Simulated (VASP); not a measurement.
# SiC3 in VASP: notebook

SiC3 is run at these levels: PBE; tasks: single point.

All numbers are computed with VASP 6.6.1; they aren't measurements. Logs are shortened: lines on timing, memory, paths and dates and some standing lists are left out, and cuts for length are marked.

**1. The cell of the first run**

Symmetry: P-4m2, No. 115, tetragonal system. Conventional cell: a = 2.820 Å, b = 2.820 Å, c = 4.125 Å, α = 90.00°, β = 90.00°, γ = 90.00°. C (site symmetry 2mm) has 2 C at 1.66 Å and 2 Si at 1.84 Å within 2.2 Å. C (site symmetry -4m2) has 4 C at 1.66 Å within 2.2 Å. Within 2.4 Å of Si (site symmetry -4m2) lie 4 C at 1.84 Å.

**2. Single point, PBE (strain +0.9%)**

INCAR reads:

```
  PREC = Accurate
  ENCUT = 520
  EDIFF = 1E-6
  ISMEAR = -1
  SIGMA = 0.02
  LREAL = False
  LASPH = True
  NELM = 100
  ALGO = Normal
  ISIF = 2
  LWAVE = False
  LCHARG = False
  GGA = PE
  NBANDS = 16
```

KPOINTS reads:

```
regular mesh
0
Gamma
  10 10 6
```

POSCAR reads:

```
SiC3
1.0
    2.8201700932      0.0000000000      0.0000000000
    0.0000000000      2.8201700932      0.0000000000
    0.0000000000      0.0000000000      4.1248089712
C Si
3 1
Direct
    0.5000000000      0.0000000000      0.7855225778
    0.5000000000      0.5000000000      0.0000000000
    0.0000000000      0.5000000000      0.2144774222
    0.0000000000      0.0000000000      0.5000000000
```

Potentials or basis: VASP PAW PBE potentials, release 64 (C, Si).

Launch:

```
cat potpaw_PBE.64/C/POTCAR potpaw_PBE.64/Si/POTCAR > POTCAR
mpirun -np 1 vasp_std > vasp.out
```

OUTCAR:

```text
PREC = Accurate
   ENCUT = 520
   EDIFF = 1E-6
   ISMEAR = -1
   LREAL = False
   LASPH = True
   NELM = 100
   ISIF = 2
   GGA = PE

 ion  position               nearest neighbor table
   1  0.500  0.000  0.786-   2 1.66   2 1.66   4 1.84   4 1.84
   2  0.500  0.500  0.000-   1 1.66   3 1.66   1 1.66   3 1.66
   3  0.000  0.500  0.214-   2 1.66   2 1.66   4 1.84   4 1.84
   4  0.000  0.000  0.500-   1 1.84   3 1.84   3 1.84   1 1.84

  LATTYP: Found a simple tetragonal cell.
 ALAT       =     2.8201700932
 C/A-ratio  =     1.4626099969

  Lattice vectors:

 A1 = (   2.8201700932,   0.0000000000,   0.0000000000)
 A2 = (   0.0000000000,   2.8201700932,   0.0000000000)
 A3 = (   0.0000000000,   0.0000000000,   4.1248089712)

Analysis of symmetry for initial positions (statically):
=====================================================================
 Subroutine PRICEL returns:
 Original cell was already a primitive cell.

 Routine SETGRP: Setting up the symmetry group for a
 simple tetragonal supercell.

 Subroutine GETGRP returns: Found  8 space group operations
 (whereof  8 operations were pure point group operations)
 out of a pool of 16 trial point group operations.

The static configuration has the point symmetry D_2d.

Analysis of symmetry for dynamics (positions and initial velocities):
=====================================================================
 Subroutine PRICEL returns:
 Original cell was already a primitive cell.

 Routine SETGRP: Setting up the symmetry group for a
 simple tetragonal supercell.

 Subroutine GETGRP returns: Found  8 space group operations
 (whereof  8 operations were pure point group operations)
 out of a pool of 16 trial point group operations.

The dynamic configuration has the point symmetry D_2d.

 Subroutine INISYM returns: Found  8 space group operations
 (whereof  8 operations are pure point group operations),
 and found     1 'primitive' translations

----------------------------------------------------------------------------------------

                                     Primitive cell

  volume of cell :      32.8061

  direct lattice vectors                    reciprocal lattice vectors
     2.820170093  0.000000000  0.000000000     0.354588541  0.000000000  0.000000000
     0.000000000  2.820170093  0.000000000     0.000000000  0.354588541  0.000000000
     0.000000000  0.000000000  4.124808971     0.000000000  0.000000000  0.242435470

  length of vectors
[... 88 lines left out ...]
   EDIFFG = 0.1E-04   stopping-criterion for IOM
   NSW    =      0    number of steps for IOM
   IBRION =     -1    ionic relax: 0-MD 1-quasi-New 2-CG
   NFREE  =      0    steps in history (QN), initial steepest desc. (CG)
   ISIF   =      2    stress and relaxation
   ISYM   =      2    0-nonsym 1-usesym 2-fastsym
   POTIM  = 0.5000    time-step for ionic-motion
   TEBEG  =    0.0;   TEEND  =   0.0 temperature during run
   PSTRESS=    0.0 pullay stress
   NELECT =      16.0000    total number of electrons
   NUPDOWN=      -1.0000    fix difference up-down
   EMIN   =  10.00;   EMAX   =-10.00  energy-range for DOS
   EFERMI =   0.00;   METHOD = LEGACY
   ISMEAR =    -1;   SIGMA  =   0.02  broadening in eV -4-tet -1-fermi 0-gaus
   EFERMI_NEDOS =   21; number of points for ismear=-14 and -15
   IALGO  =     38    algorithm
   IMIX   =      4    mixing-type and parameters
     AMIX     =   0.40;   BMIX     =  1.00
     AMIX_MAG =   1.60;   BMIX_MAG =  1.00
  volume/ion in A,a.u.               =       8.20        55.35
  Fermi-wavevector in a.u.,A,eV,Ry     =   1.288635  2.435168 22.593574  1.660581
  Thomas-Fermi vector in A             =   2.420577
   LORBIT       =      0    0 simple, 1 ext, 2 COOP (PROOUT), +10 PAW based schemes
   GGA     = PE    functional components
   LHFCALC =     F    Hartree Fock is set to
   AEXX    =    0.0000 exact exchange contribution
   IVDW    =     0    specifies the selected vdW correction
   LEPSILON=     F    determine dielectric tensor
   LRPA    =     F    only Hartree local field effects (RPA)
 non-spin polarized calculation
  energy-cutoff  :      520.00
  volume of cell :       32.81
 maximum number of plane-waves:       900
 NGX is ok and might be reduce to    24
   NGX = 11   NGY = 11   NGZ = 15

 number of electron      15.9999999 magnetization

 Free energy of the ion-electron system (eV)
  ---------------------------------------------------
  ext. energy  EPLUGINS =         0.00000000
  ---------------------------------------------------
  free energy    TOTEN  =       -31.08207455 eV

  energy without entropy =      -31.08207455  energy(sigma->0) =      -31.08207455

 E-fermi :   9.5304     XC(G=0): -11.9848

 val. band max:        9.0757704943   @ k =   0.0000   0.0000   0.0000
 cond. band min:      10.5114589624   @ k =   0.4000   0.4000   0.0000
 fundamental gap:      1.4356884681
 Fermi energy:         9.5304079509

 k-point     1 :       0.0000    0.0000    0.0000
  band No.  band energies     occupation
      1      -9.3250      2.00000
      2      -2.8525      2.00000
      3      -1.6066      2.00000
      4       3.7795      2.00000
      5       3.7795      2.00000
      6       8.4060      2.00000
[... 433 lines left out ...]
      3      -0.2399      2.00000
      4       2.1940      2.00000
      5       4.2540      2.00000
      6       5.4729      2.00000
[... 8 lines left out ...]
     15      21.7694      0.00000
     16      21.7958      0.00000

 [... further k-points ...]

------------------------ aborting loop because EDIFF is reached ----------------------------------------

  FORCE on cell =-STRESS in cart. coord.  units (eV):
  Direction    XX          YY          ZZ          XY          YZ          ZX
  --------------------------------------------------------------------------------------
  -------------------------------------------------------------------------------------
  Total       -0.7371833     -0.7371833     -0.7797934      0.0000000     -0.0000000      0.0000000
  in kB      -36.0024156    -36.0024156    -38.0833976      0.0000000     -0.0000000      0.0000000
  external PRESSURE =     -36.6960763 kB  Pullay stress =       0.0000000 kB

 VOLUME and BASIS-vectors are now :
 -----------------------------------------------------------------------------
  energy-cutoff  :      520.00
  volume of cell :       32.81
      direct lattice vectors                 reciprocal lattice vectors
     2.820170093  0.000000000  0.000000000     0.354588541  0.000000000  0.000000000
     0.000000000  2.820170093  0.000000000     0.000000000  0.354588541  0.000000000
     0.000000000  0.000000000  4.124808971     0.000000000  0.000000000  0.242435470

 POSITION                                       TOTAL-FORCE (eV/Angst)
 -----------------------------------------------------------------------------------
      1.41009      0.00000      3.24013         0.000000     -0.000000      0.315633
      1.41009      1.41009      0.00000        -0.000000     -0.000000      0.000000
      0.00000      1.41009      0.88468         0.000000      0.000000     -0.315633
      0.00000      0.00000      2.06240        -0.000000      0.000000      0.000000
 -----------------------------------------------------------------------------------
    total drift:                                0.000000     -0.000000     -0.000000

  FREE ENERGIE OF THE ION-ELECTRON SYSTEM (eV)
  ---------------------------------------------------
  free  energy   TOTEN  =       -31.0820745463 eV

  energy  without entropy=      -31.0820745463  energy(sigma->0) =      -31.08207455
```

OSZICAR:

```text
N       E                     dE             d eps       ncg     rms          rms(c)
DAV:   1     0.255144881710E+02    0.25514E+02   -0.76569E+03  2688   0.928E+02
DAV:   2    -0.308300672864E+02   -0.56345E+02   -0.51302E+02  3824   0.169E+02
DAV:   3    -0.330489568355E+02   -0.22189E+01   -0.22098E+01  3400   0.303E+01
DAV:   4    -0.330617032480E+02   -0.12746E-01   -0.12743E-01  3472   0.279E+00
DAV:   5    -0.330618150734E+02   -0.11183E-03   -0.11180E-03  3384   0.238E-01    0.102E+01
DAV:   6    -0.312890521969E+02    0.17728E+01   -0.21482E+00  3432   0.104E+01    0.516E+00
DAV:   7    -0.311060497949E+02    0.18300E+00   -0.47047E-01  3680   0.446E+00    0.236E+00
DAV:   8    -0.310815690231E+02    0.24481E-01   -0.51274E-02  3240   0.159E+00    0.539E-01
DAV:   9    -0.310818674745E+02   -0.29845E-03   -0.49066E-03  3624   0.584E-01    0.149E-01
DAV:  10    -0.310820363163E+02   -0.16884E-03   -0.10228E-03  3360   0.241E-01    0.402E-02
DAV:  11    -0.310820675782E+02   -0.31262E-04   -0.61825E-05  3592   0.660E-02    0.237E-02
DAV:  12    -0.310820741532E+02   -0.65750E-05   -0.15983E-05  3576   0.286E-02    0.674E-03
DAV:  13    -0.310820745463E+02   -0.39309E-06   -0.15622E-06  3032   0.112E-02
   1 F= -.31082075E+02 E0= -.31082075E+02  d E =-.598529E-12
```

stdout:

```text
POSCAR found type information on POSCAR C Si
 POSCAR found :  2 types and       4 ions
 scaLAPACK will be used
 LDA part: xc-table for (Slater+PW92), standard interpolation
 POSCAR, INCAR and KPOINTS ok, starting setup
 FFT: planning ... GRIDC
 FFT: planning ... GRID_SOFT
 FFT: planning ... GRID
 WAVECAR not read
 entering main loop
```

It took 29 s on 1 thread of Intel Xeon 6455B, shared host; peak memory 0.16 GiB.

Results:

* Free energy: -31.0821 eV
* Pressure: -3.7 GPa
* Largest force: 0.316 eV/Å
* Band gap on the k mesh: 1.44 eV (least direct gap 1.88 eV)

Forces in eV/Å, atoms in the order of the input:
```
C    0.000  0.000  0.316
C    0.000  0.000  0.000
C    0.000  0.000 -0.316
Si   0.000  0.000  0.000
```

Levels at points of the mesh, in eV from the valence-band top:
```csv
k point,band 6,band 7,band 8,band 9,band 10,band 11
"(0.00, 0.00, 0.00)",-0.67,0.00,0.00,1.88,2.82,4.99
"(0.50, 0.00, 0.00)",-6.11,-3.88,-0.84,4.60,5.84,6.00
"(0.50, 0.50, 0.00)",-5.19,-5.19,-3.81,1.67,1.67,1.98
"(0.00, 0.00, 0.50)",-4.03,-1.44,-1.44,2.65,2.94,5.95
"(0.50, 0.00, 0.50)",-2.65,-2.23,-0.73,2.88,5.52,6.09
"(0.50, 0.50, 0.50)",-6.55,-6.55,-6.15,5.41,5.41,6.04
```

Caveat: the cell differs from its parent crystal (strain +0.9%); the cell stands under tension. A k mesh can miss the band edges.

**3. Single point, PBE (uniaxial x strain -3.9%)**

INCAR reads:

```
PREC = Accurate ; ENCUT = 520
EDIFF = 1E-7 ; ISMEAR = -1
SIGMA = 0.02 ; LREAL = False
LASPH = True ; NELM = 80
ALGO = Normal ; ISIF = 2
LWAVE = False ; LCHARG = False
GGA = PE ; NBANDS = 16
```

KPOINTS reads:

```
Automatic mesh
0
Gamma
  10 10 6
```

POSCAR reads:

```
SiC3
1.0
    2.6867817805      0.0000000000      0.0000000000
    0.0000000000      2.7964006874      0.0000000000
    0.0000000000      0.0000000000      4.0900436006
C Si
3 1
Direct
    0.5000000000      0.0000000000      0.7890873321
    0.5000000000      0.5000000000      0.0004461992
    0.0000000000      0.5000000000      0.2125516882
    0.0000000000      0.0000000000      0.4979147806
```

Potentials or basis: VASP PAW PBE potentials, release 64 (C, Si).

Launch:

```
cat potpaw_PBE.64/C/POTCAR potpaw_PBE.64/Si/POTCAR > POTCAR
mpirun -np 1 vasp_std > vasp.out
```

Run time: 54 s. Hardware: 1 thread of Intel Xeon 6455B, shared host; peak memory 0.18 GiB.

Results (log left out):

```yaml
Free_energy: -30.9580 eV
Pressure: 15.4 GPa
Largest_force: 0.369 eV/Å
Band_gap_on_the_k_mesh: 0.85 eV (least direct gap 1.39 eV)
```

Forces on the atoms (eV/Å):
```
C    0.000  0.000  0.369
C    0.000  0.000 -0.033
C    0.000  0.000 -0.289
Si   0.000  0.000 -0.047
```

Stress tensor (GPa, compression positive):
```
32.00  0.00  0.00
 0.00  3.92  0.00
 0.00  0.00 10.24
```

Levels at points of the mesh, in eV from the valence-band top:
| k point | band 5 | band 6 | band 7 | band 8 | band 9 | band 10 | band 11 | band 12 |
| --- | --- | --- | --- | --- | --- | --- | --- | --- |
| (0.00, 0.00, 0.00) | -5.62 | -1.19 | -0.49 | 0.00 | 1.39 | 3.13 | 4.74 | 4.90 |
| (0.50, 0.00, 0.00) | -6.96 | -6.87 | -4.48 | -1.33 | 4.37 | 5.32 | 5.45 | 7.12 |
| (0.00, 0.50, 0.00) | -7.04 | -7.01 | -4.35 | -0.69 | 5.32 | 5.82 | 5.87 | 7.76 |
| (0.50, 0.50, 0.00) | -6.81 | -5.95 | -5.92 | -4.38 | 0.90 | 1.35 | 1.45 | 4.78 |
| (0.00, 0.00, 0.50) | -5.25 | -4.69 | -2.09 | -1.25 | 2.40 | 2.99 | 5.80 | 7.66 |
| (0.50, 0.00, 0.50) | -4.35 | -3.41 | -2.96 | -1.22 | 2.43 | 5.22 | 5.64 | 6.00 |
| (0.00, 0.50, 0.50) | -4.25 | -3.24 | -2.68 | -0.58 | 2.86 | 5.29 | 5.73 | 6.48 |
| (0.50, 0.50, 0.50) | -7.50 | -7.37 | -7.27 | -6.89 | 4.62 | 5.02 | 5.45 | 8.65 |

Caveat: the cell differs from its parent crystal (uniaxial x strain -3.9%); the cell stands under pressure.
